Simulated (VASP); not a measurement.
# Mo6F in VASP: notebook

Runs on Mo6F. Level: PBE. Tasks: single point.

Everything below comes from runs of VASP 6.6.1. Logs are shortened: lines on timing, memory, paths and dates and some standing lists are left out, and cuts for length are marked.

## (1) The cell of the first run

The cell holds a slab with vacuum, 7 atoms: a = 4.470 Å, b = 4.470 Å, c = 19.760 Å, α = 90.00°, β = 90.00°, γ = 120.00°.

## (2) Single point, PBE

Input file INCAR:

```
SYSTEM = Mo6F
PREC = Accurate ; ENCUT = 520
EDIFF = 1E-6 ; ISMEAR = 0
SIGMA = 0.1 ; LREAL = .False.
LASPH = .True. ; NELM = 100
ALGO = Normal ; ISIF = 2
LWAVE = .False. ; LCHARG = .True.
LDIPOL = .True. ; IDIPOL = 3
DIPOL = 0.5 0.5 0.339 ; GGA = PE
LELF = .True. ; LVHAR = .True.
LVACPOTAV = .True. ; NBANDS = 54
```

Input file KPOINTS:

```
regular mesh
0
Gamma
  6 6 1
  0 0 0
```

Input file POSCAR:

```
Mo6F
1.0
    4.4695765307      0.0000000000      0.0000000000
   -2.2347882654      3.8707668198      0.0000000000
    0.0000000000      0.0000000000     19.7595667302
Mo F
6 1
Direct
    0.6666666667      0.3333333333      0.2024335885
    0.3333333333      0.6666666667      0.2486060831
    0.0000000000      0.0000000000      0.2947785778
    0.6666666667      0.3333333333      0.3368821123
    0.3333333333      0.6666666667      0.3779725567
    0.0000000000      0.0000000000      0.4180034331
    0.8888888889      0.2222222222      0.4928009261
```

Potentials or basis: VASP PAW PBE potentials, release 64 (Mo_sv, F).

Launch:

```sh
cat potpaw_PBE.64/Mo_sv/POTCAR potpaw_PBE.64/F/POTCAR > POTCAR
mpirun -np 1 vasp_std > vasp.out
```

OUTCAR:

```text
SYSTEM = Mo6F
   PREC = Accurate
   ENCUT = 520
   EDIFF = 1E-6
   ISMEAR = 0
   LREAL = .False.
   LASPH = .True.
   NELM = 100
   ISIF = 2
   GGA = PE

 ion  position               nearest neighbor table
   1  0.667  0.333  0.202-   4 2.66   2 2.74   2 2.74   2 2.74   3 3.16   3 3.16   3 3.16
   2  0.333  0.667  0.249-   5 2.56   1 2.74   1 2.74   3 2.74   1 2.74   3 2.74   3 2.74   4 3.11
                             4 3.11   4 3.11
   3  0.000  0.000  0.295-   6 2.43   4 2.71   4 2.71   4 2.71   2 2.74   2 2.74   2 2.74   5 3.06
                             5 3.06   5 3.06   1 3.16   1 3.16   1 3.16
   4  0.667  0.333  0.337-   1 2.66   5 2.71   5 2.71   5 2.71   3 2.71   3 2.71   3 2.71   6 3.04
                             6 3.04   6 3.04   2 3.11   2 3.11   2 3.11
   5  0.333  0.667  0.378-   2 2.56   6 2.70   6 2.70   6 2.70   4 2.71   4 2.71   4 2.71   3 3.06
                             3 3.06   3 3.06
   6  0.000  0.000  0.418-   7 1.98   3 2.43   5 2.70   5 2.70   5 2.70   4 3.04   4 3.04   4 3.04

   7  0.889  0.222  0.493-   6 1.98

  LATTYP: Found a hexagonal cell.
 ALAT       =     4.4695765307
 C/A-ratio  =     4.4209035452

  Lattice vectors:

 A1 = (   4.4695765307,   0.0000000000,   0.0000000000)
 A2 = (  -2.2347882654,   3.8707668198,   0.0000000000)
 A3 = (   0.0000000000,   0.0000000000,  19.7595667302)

Analysis of symmetry for initial positions (statically):
=====================================================================
 Subroutine PRICEL returns:
 Original cell was already a primitive cell.

 Routine SETGRP: Setting up the symmetry group for a
 hexagonal supercell.

 Subroutine GETGRP returns: Found  1 space group operations
 (whereof  1 operations were pure point group operations)
 out of a pool of 24 trial point group operations.

The static configuration has the point symmetry C_1 .

Analysis of symmetry for dynamics (positions and initial velocities):
=====================================================================
 Subroutine PRICEL returns:
 Original cell was already a primitive cell.

 Routine SETGRP: Setting up the symmetry group for a
 hexagonal supercell.

 Subroutine GETGRP returns: Found  1 space group operations
 (whereof  1 operations were pure point group operations)
 out of a pool of 24 trial point group operations.

The dynamic configuration has the point symmetry C_1 .

 Subroutine INISYM returns: Found  1 space group operations
 (whereof  1 operations are pure point group operations),
 and found     1 'primitive' translations

----------------------------------------------------------------------------------------

                                     Primitive cell

  volume of cell :     341.8541

  direct lattice vectors                    reciprocal lattice vectors
     4.469576531  0.000000000  0.000000000     0.223734842  0.129173371  0.000000000
    -2.234788265  3.870766820  0.000000000     0.000000000  0.258346743  0.000000000
     0.000000000  0.000000000 19.759566730     0.000000000  0.000000000  0.050608397

  length of vectors
     4.469576531  4.469576531 19.759566730     0.258346743  0.258346743  0.050608397

  position of ions in fractional coordinates (direct lattice)
     0.666666667  0.333333333  0.202433588
     0.333333333  0.666666667  0.248606083
     0.000000000  0.000000000  0.294778578
     0.666666667  0.333333333  0.336882112
     0.333333333  0.666666667  0.377972557
     0.000000000  0.000000000  0.418003433
     0.888888889  0.222222222  0.492800926

  ion indices of the primitive-cell ions
   primitive index   ion index
                 1           1
                 2           2
                 3           3
                 4           4
                 5           5
                 6           6
                 7           7

----------------------------------------------------------------------------------------

 KPOINTS: regular mesh

Automatic generation of k-mesh.
 Grid dimensions read from file:
 generate k-points for:    6    6    1

 Generating k-lattice:

  Cartesian coordinates                     Fractional coordinates (reciprocal lattice)
     0.037289140  0.021528895  0.000000000     0.166666667  0.000000000  0.000000000
     0.000000000  0.043057790  0.000000000     0.000000000  0.166666667  0.000000000
     0.000000000  0.000000000  0.050608397     0.000000000  0.000000000  1.000000000

  Length of vectors
     0.043057790  0.043057790  0.050608397

  Shift w.r.t. Gamma in fractional coordinates (k-lattice)
     0.000000000  0.000000000  0.000000000

 Subroutine IBZKPT returns following result:
 ===========================================

 Found     20 irreducible k-points:

 Following reciprocal coordinates:
            Coordinates               Weight
  0.000000  0.000000  0.000000      1.000000
  0.166667  0.000000  0.000000      2.000000
  0.000000  0.166667  0.000000      2.000000
 -0.166667  0.166667  0.000000      2.000000
  0.333333 -0.000000  0.000000      2.000000
  0.000000  0.333333  0.000000      2.000000
[... 12 lines left out ...]
  0.500000 -0.166667  0.000000      2.000000
  0.333333  0.333333  0.000000      2.000000
   k-points           NKPTS =     20   k-points in BZ     NKDIM =     20   number of bands    NBANDS=     54
   number of dos      NEDOS =    301   number of ions     NIONS =      7
   total plane-waves  NPLWV = 194400
   dimension x,y,z NGX =    36 NGY =   36 NGZ =  150
   dimension x,y,z NGXF=    72 NGYF=   72 NGZF=  300
   ions per type =               6   1
   NGX,Y,Z   is equivalent  to a cutoff of  13.39, 13.39, 12.62 a.u.
   NGXF,Y,Z  is equivalent  to a cutoff of  26.78, 26.78, 25.24 a.u.
 SYSTEM =  Mo6F
   PREC   = accura    normal or accurate (medium, high low for compatibility)
   ISTART =      0    job   : 0-new  1-cont  2-samecut
   ICHARG =      2    charge: 1-file 2-atom 10-const
   ISPIN  =      1    spin polarized calculation?
   LNONCOLLINEAR =      F non collinear calculations
   LSORBIT =      F    spin-orbit coupling
   LASPH  =      T    aspherical Exc in radial PAW
   ENCUT  =  520.0 eV  38.22 Ry    6.18 a.u.   8.31  8.31 36.74*2*pi/ulx,y,z
   NELM   =    100;   NELMIN=  2; NELMDL= -5     # of ELM steps
   EDIFF  = 0.1E-05   stopping-criterion for ELM
   LREAL  =      F    real-space projection
   EDIFFG = 0.1E-04   stopping-criterion for IOM
   NSW    =      0    number of steps for IOM
   IBRION =     -1    ionic relax: 0-MD 1-quasi-New 2-CG
   NFREE  =      0    steps in history (QN), initial steepest desc. (CG)
   ISIF   =      2    stress and relaxation
   ISYM   =      2    0-nonsym 1-usesym 2-fastsym
   POTIM  = 0.5000    time-step for ionic-motion
   TEBEG  =    0.0;   TEEND  =   0.0 temperature during run
   PSTRESS=    0.0 pullay stress
   NELECT =      91.0000    total number of electrons
   NUPDOWN=      -1.0000    fix difference up-down
   EMIN   =  10.00;   EMAX   =-10.00  energy-range for DOS
   EFERMI =   0.00;   METHOD = LEGACY
   ISMEAR =     0;   SIGMA  =   0.10  broadening in eV -4-tet -1-fermi 0-gaus
   EFERMI_NEDOS =   21; number of points for ismear=-14 and -15
   IALGO  =     38    algorithm
   IMIX   =      4    mixing-type and parameters
     AMIX     =   0.40;   BMIX     =  1.00
     AMIX_MAG =   1.60;   BMIX_MAG =  1.00
  volume/ion in A,a.u.               =      48.84       329.56
  Fermi-wavevector in a.u.,A,eV,Ry     =   1.053113  1.990095 15.089504  1.109047
  Thomas-Fermi vector in A             =   2.188222
   LORBIT       =      0    0 simple, 1 ext, 2 COOP (PROOUT), +10 PAW based schemes
   GGA     = PE    functional components
   LHFCALC =     F    Hartree Fock is set to
   AEXX    =    0.0000 exact exchange contribution
   IVDW    =     0    specifies the selected vdW correction
   LEPSILON=     F    determine dielectric tensor
   LRPA    =     F    only Hartree local field effects (RPA)
 non-spin polarized calculation
 Gauss-broadening in eV      SIGMA  =   0.10
  energy-cutoff  :      520.00
  volume of cell :      341.85
 maximum number of plane-waves:      9223
 NGX is ok and might be reduce to    36
   NGX = 17   NGY = 17   NGZ = 73

 dipolmoment           0.000000      0.000000     -0.497726 electrons x Angstroem

 number of electron      91.0000013 magnetization

 dipolmoment           0.000000      0.000000      0.219309 electrons x Angstroem

 Free energy of the ion-electron system (eV)
  ---------------------------------------------------
  ext. energy  EPLUGINS =         0.00000000
  ---------------------------------------------------
  free energy    TOTEN  =       -64.27376055 eV

  energy without entropy =      -64.22822421  energy(sigma->0) =      -64.25099238

 E-fermi :   0.3476     XC(G=0):  -4.9855

 val. band max:        0.3439738633   @ k =   0.5000   0.3333   0.0000
 cond. band min:       0.3610385986   @ k =   0.5000  -0.0000   0.0000
 fundamental gap:      0.0170647353
 Fermi energy:         0.3475708918

 k-point     1 :       0.0000    0.0000    0.0000
  band No.  band energies     occupation
      1     -60.8253      2.00000
      2     -60.6035      2.00000
      3     -60.5775      2.00000
      4     -60.5223      2.00000
      5     -60.4077      2.00000
      6     -60.3366      2.00000
[... 46 lines left out ...]
     53       2.1413      0.00000
     54       2.3484      0.00000

 k-point     2 :       0.1667    0.0000    0.0000
  band No.  band energies     occupation
      1     -60.8040      2.00000
      2     -60.6050      2.00000
      3     -60.5733      2.00000
      4     -60.5294      2.00000
      5     -60.4150      2.00000
      6     -60.3472      2.00000
[... 46 lines left out ...]
     53       2.1576      0.00000
     54       2.3405      0.00000
[... 967 lines left out ...]
     53       1.8930      0.00000
     54       2.1355      0.00000

 k-point    20 :       0.3333    0.3333    0.0000
  band No.  band energies     occupation
      1     -60.6702      2.00000
      2     -60.6456      2.00000
      3     -60.6127      2.00000
      4     -60.4962      2.00000
      5     -60.4678      2.00000
      6     -60.3852      2.00000
[... 46 lines left out ...]
     53       1.7911      0.00000
     54       1.9386      0.00000

------------------------ aborting loop because EDIFF is reached ----------------------------------------

  FORCE on cell =-STRESS in cart. coord.  units (eV):
  Direction    XX          YY          ZZ          XY          YZ          ZX
  --------------------------------------------------------------------------------------
  -------------------------------------------------------------------------------------
  Total       -4.8777314     -4.4823621     -0.4245877      0.0250569     -0.2820094      1.0693924
  in kB      -22.8606017    -21.0076131     -1.9899274      0.1174350     -1.3217015      5.0119515
  external PRESSURE =     -15.2860474 kB  Pullay stress =       0.0000000 kB

 VOLUME and BASIS-vectors are now :
 -----------------------------------------------------------------------------
  energy-cutoff  :      520.00
  volume of cell :      341.85
      direct lattice vectors                 reciprocal lattice vectors
     4.469576531  0.000000000  0.000000000     0.223734842  0.129173371  0.000000000
    -2.234788265  3.870766820  0.000000000     0.000000000  0.258346743  0.000000000
     0.000000000  0.000000000 19.759566730     0.000000000  0.000000000  0.050608397

 POSITION                                       TOTAL-FORCE (eV/Angst)
 -----------------------------------------------------------------------------------
      2.23479      1.29026      4.00000        -0.030843      0.014957      1.702034
     -0.00000      2.58051      4.91235         0.032324     -0.011488     -0.236266
      0.00000      0.00000      5.82470        -0.144057      0.115352     -1.848428
      2.23479      1.29026      6.65664        -0.013122     -0.108666     -0.794128
     -0.00000      2.58051      7.46857         0.006632     -0.079488     -0.274385
      0.00000      0.00000      8.25957        -0.310996      0.213487      1.379263
      3.47634      0.86017      9.73753         0.460063     -0.144154      0.071910
 -----------------------------------------------------------------------------------
    total drift:                               -0.000015      0.000020     -0.000726

  FREE ENERGIE OF THE ION-ELECTRON SYSTEM (eV)
  ---------------------------------------------------
  free  energy   TOTEN  =       -64.2737605462 eV

  energy  without entropy=      -64.2282242135  energy(sigma->0) =      -64.25099238

 vacuum level on the upper side and lower side of the slab         6.098         3.804
```

Run time: 8.2 min. Hardware: 1 thread of Intel Xeon 6975P-C (Granite Rapids), shared host; peak memory 0.63 GiB.

Results:

- Free energy: -64.2738 eV
- Largest force: 1.858 eV/Å
- Band gap on the k mesh: zero (an odd number of electrons rules out a gap without spin polarisation)

Forces on the atoms (eV/Å):
```
Mo  -0.031  0.015  1.702
Mo   0.032 -0.011 -0.236
Mo  -0.144  0.115 -1.848
Mo  -0.013 -0.109 -0.794
Mo   0.007 -0.079 -0.274
Mo  -0.311  0.213  1.379
F    0.460 -0.144  0.072
```

Levels at points of the mesh, in eV from the Fermi level:
```csv
k point,band 43,band 44,band 45,band 46,band 47,band 48
"(0.00, 0.00, 0.00)",-1.23,-1.12,-0.94,-0.78,0.15,1.15
"(0.50, 0.00, 0.00)",-1.11,-0.52,-0.10,0.01,0.14,0.51
"(0.00, 0.50, 0.00)",-1.18,-0.56,-0.10,0.03,0.10,0.63
"(0.50, 0.50, 0.00)",-1.13,-0.44,-0.01,0.03,0.19,0.44
```

[end of part 1 of 2]

The gap in the log of VASP goes by the Fermi energy; the results here count the filled bands.